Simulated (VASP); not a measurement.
# MgO (Pm-3m) in VASP: single point with PBE

Aim: the single point of MgO with PBE.

All numbers are computed with VASP 6.6.1; they aren't measurements. Logs are shortened: lines on timing, memory, paths and dates and some standing lists are left out, and cuts for length are marked.

**1. The cell of the first run**

It takes space group Pm-3m (No. 221, cubic). Conventional cell: a = 2.660 Å, b = 2.660 Å, c = 2.660 Å, α = 90.00°, β = 90.00°, γ = 90.00°. Mg (site symmetry m-3m) has 8 O at 2.30 Å and 6 Mg at 2.66 Å within 3.0 Å. Within 3.0 Å of O (site symmetry m-3m) lie 8 Mg at 2.30 Å and 6 O at 2.66 Å.

**2. Single point, PBE**

File INCAR:

```
SYSTEM = MgO
PREC     = Accurate       ! precision mode
ENCUT    = 600            ! plane-wave cutoff, eV
EDIFF    = 1E-6           ! SCF threshold, eV
ISMEAR   = 0              ! smearing method
SIGMA    = 0.02           ! smearing width, eV
LREAL    = .FALSE.        ! projectors in reciprocal space
LASPH    = .TRUE.         ! aspherical terms in the spheres
NELM     = 120            ! most SCF steps
ALGO     = Normal         ! electronic algorithm
ISIF     = 2              ! what is computed and relaxed
LWAVE    = .FALSE.        ! write WAVECAR
LCHARG   = .FALSE.        ! write CHGCAR
GGA      = PE             ! functional
NBANDS   = 11             ! bands
GGA_COMPAT= .FALSE.
```

File KPOINTS:

```
Automatic mesh
0
G
  10 10 10
  0 0 0
```

File POSCAR:

```
MgO
1.0
    2.6596913889      0.0000000000      0.0000000000
    0.0000000000      2.6596913889      0.0000000000
    0.0000000000      0.0000000000      2.6596913889
Mg O
1 1
Direct
    0.0000000000      0.0000000000      0.0000000000
    0.5000000000      0.5000000000      0.5000000000
```

Potentials or basis: VASP PAW PBE potentials, release 64 (Mg, O).

Run with:

```sh
> cat potpaw_PBE.64/Mg/POTCAR potpaw_PBE.64/O/POTCAR > POTCAR
> mpirun -np 1 vasp_std > vasp.out
```

OUTCAR:

```text
SYSTEM = MgO
   PREC = Accurate
   ENCUT = 600
   EDIFF = 1E-6
   ISMEAR = 0
   LREAL = .FALSE.
   LASPH = .TRUE.
   NELM = 120
   ISIF = 2
   GGA = PE

 ion  position               nearest neighbor table
   1  0.000  0.000  0.000-   2 2.30   2 2.30   2 2.30   2 2.30   2 2.30   2 2.30   2 2.30   2 2.30

   2  0.500  0.500  0.500-   1 2.30   1 2.30   1 2.30   1 2.30   1 2.30   1 2.30   1 2.30   1 2.30

  LATTYP: Found a simple cubic cell.
 ALAT       =     2.6596913889

  Lattice vectors:

 A1 = (   2.6596913889,   0.0000000000,   0.0000000000)
 A2 = (   0.0000000000,   2.6596913889,   0.0000000000)
 A3 = (   0.0000000000,   0.0000000000,   2.6596913889)

Analysis of symmetry for initial positions (statically):
=====================================================================
 Subroutine PRICEL returns:
 Original cell was already a primitive cell.

 Routine SETGRP: Setting up the symmetry group for a
 simple cubic supercell.

 Subroutine GETGRP returns: Found 48 space group operations
 (whereof 48 operations were pure point group operations)
 out of a pool of 48 trial point group operations.

The static configuration has the point symmetry O_h .

Analysis of symmetry for dynamics (positions and initial velocities):
=====================================================================
 Subroutine PRICEL returns:
 Original cell was already a primitive cell.

 Routine SETGRP: Setting up the symmetry group for a
 simple cubic supercell.

 Subroutine GETGRP returns: Found 48 space group operations
 (whereof 48 operations were pure point group operations)
 out of a pool of 48 trial point group operations.

The dynamic configuration has the point symmetry O_h .

 Subroutine INISYM returns: Found 48 space group operations
 (whereof 48 operations are pure point group operations),
 and found     1 'primitive' translations

----------------------------------------------------------------------------------------

                                     Primitive cell

  volume of cell :      18.8145

  direct lattice vectors                    reciprocal lattice vectors
     2.659691389  0.000000000  0.000000000     0.375983471  0.000000000  0.000000000
     0.000000000  2.659691389  0.000000000     0.000000000  0.375983471  0.000000000
     0.000000000  0.000000000  2.659691389     0.000000000  0.000000000  0.375983471

  length of vectors
     2.659691389  2.659691389  2.659691389     0.375983471  0.375983471  0.375983471

  position of ions in fractional coordinates (direct lattice)
     0.000000000  0.000000000  0.000000000
     0.500000000  0.500000000  0.500000000

  ion indices of the primitive-cell ions
   primitive index   ion index
                 1           1
                 2           2

----------------------------------------------------------------------------------------

 KPOINTS: Automatic mesh

Automatic generation of k-mesh.
 Grid dimensions read from file:
 generate k-points for:   10   10   10

 Generating k-lattice:

  Cartesian coordinates                     Fractional coordinates (reciprocal lattice)
     0.037598347  0.000000000  0.000000000     0.100000000  0.000000000  0.000000000
     0.000000000  0.037598347  0.000000000     0.000000000  0.100000000  0.000000000
     0.000000000  0.000000000  0.037598347     0.000000000  0.000000000  0.100000000

  Length of vectors
     0.037598347  0.037598347  0.037598347

  Shift w.r.t. Gamma in fractional coordinates (k-lattice)
     0.000000000  0.000000000  0.000000000

 Subroutine IBZKPT returns following result:
 ===========================================

 Found     56 irreducible k-points:

 Following reciprocal coordinates:
            Coordinates               Weight
  0.000000  0.000000  0.000000      1.000000
  0.100000  0.000000  0.000000      6.000000
  0.200000  0.000000  0.000000      6.000000
  0.300000  0.000000  0.000000      6.000000
  0.400000  0.000000  0.000000      6.000000
  0.500000  0.000000  0.000000      3.000000
[... 16 lines left out ...]
  0.200000  0.100000  0.100000     24.000000
  0.300000  0.100000  0.100000     24.000000
 [... further k-points ...]
   k-points           NKPTS =     56   k-points in BZ     NKDIM =     56   number of bands    NBANDS=     11
   number of dos      NEDOS =    301   number of ions     NIONS =      2
   total plane-waves  NPLWV =  13824
   dimension x,y,z NGX =    24 NGY =   24 NGZ =   24
   dimension x,y,z NGXF=    48 NGYF=   48 NGZF=   48
   ions per type =               1   1
   NGX,Y,Z   is equivalent  to a cutoff of  15.00, 15.00, 15.00 a.u.
   NGXF,Y,Z  is equivalent  to a cutoff of  30.00, 30.00, 30.00 a.u.
 SYSTEM =  MgO
   PREC   = accura    normal or accurate (medium, high low for compatibility)
   ISTART =      0    job   : 0-new  1-cont  2-samecut
   ICHARG =      2    charge: 1-file 2-atom 10-const
   ISPIN  =      1    spin polarized calculation?
   LNONCOLLINEAR =      F non collinear calculations
   LSORBIT =      F    spin-orbit coupling
   LASPH  =      T    aspherical Exc in radial PAW
   ENCUT  =  600.0 eV  44.10 Ry    6.64 a.u.   5.31  5.31  5.31*2*pi/ulx,y,z
   NELM   =    120;   NELMIN=  2; NELMDL= -5     # of ELM steps
   EDIFF  = 0.1E-05   stopping-criterion for ELM
   LREAL  =      F    real-space projection
   EDIFFG = 0.1E-04   stopping-criterion for IOM
   NSW    =      0    number of steps for IOM
   IBRION =     -1    ionic relax: 0-MD 1-quasi-New 2-CG
   NFREE  =      0    steps in history (QN), initial steepest desc. (CG)
   ISIF   =      2    stress and relaxation
   ISYM   =      2    0-nonsym 1-usesym 2-fastsym
   POTIM  = 0.5000    time-step for ionic-motion
   TEBEG  =    0.0;   TEEND  =   0.0 temperature during run
   PSTRESS=    0.0 pullay stress
   NELECT =       8.0000    total number of electrons
   NUPDOWN=      -1.0000    fix difference up-down
   EMIN   =  10.00;   EMAX   =-10.00  energy-range for DOS
   EFERMI =   0.00;   METHOD = LEGACY
   ISMEAR =     0;   SIGMA  =   0.02  broadening in eV -4-tet -1-fermi 0-gaus
   EFERMI_NEDOS =   21; number of points for ismear=-14 and -15
   IALGO  =     38    algorithm
   IMIX   =      4    mixing-type and parameters
     AMIX     =   0.40;   BMIX     =  1.00
     AMIX_MAG =   1.60;   BMIX_MAG =  1.00
  volume/ion in A,a.u.               =       9.41        63.48
  Fermi-wavevector in a.u.,A,eV,Ry     =   1.231044  2.326336 20.619212  1.515469
  Thomas-Fermi vector in A             =   2.365869
   LORBIT       =      0    0 simple, 1 ext, 2 COOP (PROOUT), +10 PAW based schemes
   GGA     = PE    functional components
   LHFCALC =     F    Hartree Fock is set to
   AEXX    =    0.0000 exact exchange contribution
   IVDW    =     0    specifies the selected vdW correction
   LEPSILON=     F    determine dielectric tensor
   LRPA    =     F    only Hartree local field effects (RPA)
 non-spin polarized calculation
 Gauss-broadening in eV      SIGMA  =   0.02
  energy-cutoff  :      600.00
  volume of cell :       18.81
 maximum number of plane-waves:       640
 NGX is ok and might be reduce to    24
   NGX = 11   NGY = 11   NGZ = 11

 number of electron       8.0000001 magnetization

 Free energy of the ion-electron system (eV)
  ---------------------------------------------------
  ext. energy  EPLUGINS =         0.00000000
  ---------------------------------------------------
  free energy    TOTEN  =       -10.40310904 eV

  energy without entropy =      -10.40310904  energy(sigma->0) =      -10.40310904

 E-fermi :   4.8514     XC(G=0): -11.1717

 val. band max:        4.7422864418   @ k =   0.5000   0.5000   0.0000
 cond. band min:       6.9923123932   @ k =   0.0000   0.0000   0.0000
 fundamental gap:      2.2500259514
 Fermi energy:         4.8513566572

 k-point     1 :       0.0000    0.0000    0.0000
  band No.  band energies     occupation
      1     -13.5704      2.00000
      2       3.7685      2.00000
      3       3.7685      2.00000
      4       3.7685      2.00000
      5       6.9923      0.00000
      6      15.1340      0.00000
      7      15.1340      0.00000
      8      24.5583      0.00000
      9      24.5583      0.00000
     10      24.5583      0.00000
     11      31.8501      0.00000

 k-point     2 :       0.1000    0.0000    0.0000
  band No.  band energies     occupation
      1     -13.4767      2.00000
      2       2.9235      2.00000
      3       3.8081      2.00000
      4       3.8081      2.00000
      5       7.6244      0.00000
      6      15.3098      0.00000
      7      15.3378      0.00000
      8      24.3985      0.00000
      9      24.3985      0.00000
     10      24.7589      0.00000
     11      30.9204      0.00000

 k-point     3 :       0.2000    0.0000    0.0000
  band No.  band energies     occupation
      1     -13.2180      2.00000
      2       1.3590      2.00000
      3       3.9141      2.00000
      4       3.9141      2.00000
      5       8.7230      0.00000
      6      15.4814      0.00000
      7      15.9446      0.00000
      8      23.9277      0.00000
      9      23.9277      0.00000
     10      25.6517      0.00000
     11      28.9655      0.00000

 k-point     4 :       0.3000    0.0000    0.0000
  band No.  band energies     occupation
      1     -12.8664      2.00000
      2      -0.1311      2.00000
      3       4.0496      2.00000
      4       4.0496      2.00000
      5       9.8518      0.00000
      6      15.1414      0.00000
      7      16.9341      0.00000
      8      23.2634      0.00000
      9      23.2634      0.00000
     10      25.8865      0.00000
     11      27.5861      0.00000
[... 239 lines left out ...]
 k-point    22 :       0.1000    0.1000    0.1000
  band No.  band energies     occupation
      1     -13.2942      2.00000
      2       2.6016      2.00000
      3       3.3381      2.00000
      4       3.3381      2.00000
      5       8.6699      0.00000
      6      15.6274      0.00000
      7      15.6274      0.00000
      8      23.0818      0.00000
      9      25.1879      0.00000
     10      25.1879      0.00000
     11      28.7429      0.00000

 k-point    23 :       0.2000    0.1000    0.1000
  band No.  band energies     occupation
      1     -13.0450      2.00000
      2       1.4657      2.00000
      3       3.2050      2.00000
      4       3.4752      2.00000
      5       9.6179      0.00000
      6      15.7140      0.00000
      7      15.9997      0.00000
      8      22.4895      0.00000
      9      24.4082      0.00000
     10      26.4980      0.00000
     11      27.1725      0.00000

 k-point    24 :       0.3000    0.1000    0.1000
  band No.  band energies     occupation
      1     -12.7075      2.00000
      2       0.0756      2.00000
      3       3.3936      2.00000
      4       3.6524      2.00000
      5      10.6278      0.00000
      6      15.2046      0.00000
      7      16.5264      0.00000
      8      22.3804      0.00000
      9      23.2467      0.00000
     10      26.1965      0.00000
     11      26.5561      0.00000

 [... further k-points ...]
[... 5 lines left out ...]
  --------------------------------------------------------------------------------------
  -------------------------------------------------------------------------------------
  Total       -0.1053950     -0.1053950     -0.1053950     -0.0000000     -0.0000000      0.0000000
  in kB       -8.9750522     -8.9750522     -8.9750522     -0.0000000     -0.0000000      0.0000000
  external PRESSURE =      -8.9750522 kB  Pullay stress =       0.0000000 kB

 VOLUME and BASIS-vectors are now :
 -----------------------------------------------------------------------------
  energy-cutoff  :      600.00
  volume of cell :       18.81
      direct lattice vectors                 reciprocal lattice vectors
     2.659691389  0.000000000  0.000000000     0.375983471  0.000000000  0.000000000
     0.000000000  2.659691389  0.000000000     0.000000000  0.375983471  0.000000000
     0.000000000  0.000000000  2.659691389     0.000000000  0.000000000  0.375983471

 POSITION                                       TOTAL-FORCE (eV/Angst)
 -----------------------------------------------------------------------------------
      0.00000      0.00000      0.00000         0.000000      0.000000      0.000000
      1.32985      1.32985      1.32985         0.000000      0.000000      0.000000
 -----------------------------------------------------------------------------------
    total drift:                                0.000000     -0.000000     -0.000000

  FREE ENERGIE OF THE ION-ELECTRON SYSTEM (eV)
  ---------------------------------------------------
  free  energy   TOTEN  =       -10.4031090400 eV

  energy  without entropy=      -10.4031090400  energy(sigma->0) =      -10.40310904
```

It took 7.4 s on 1 thread of Intel Xeon Platinum 8488C (Sapphire Rapids), shared host; peak memory 0.15 GiB.

Results:

```
Free energy            : -10.4031 eV
Pressure               : -0.9 GPa
Band gap on the k mesh : 2.25 eV, indirect (least direct gap 3.22 eV)
```

A k mesh can miss the band edges.
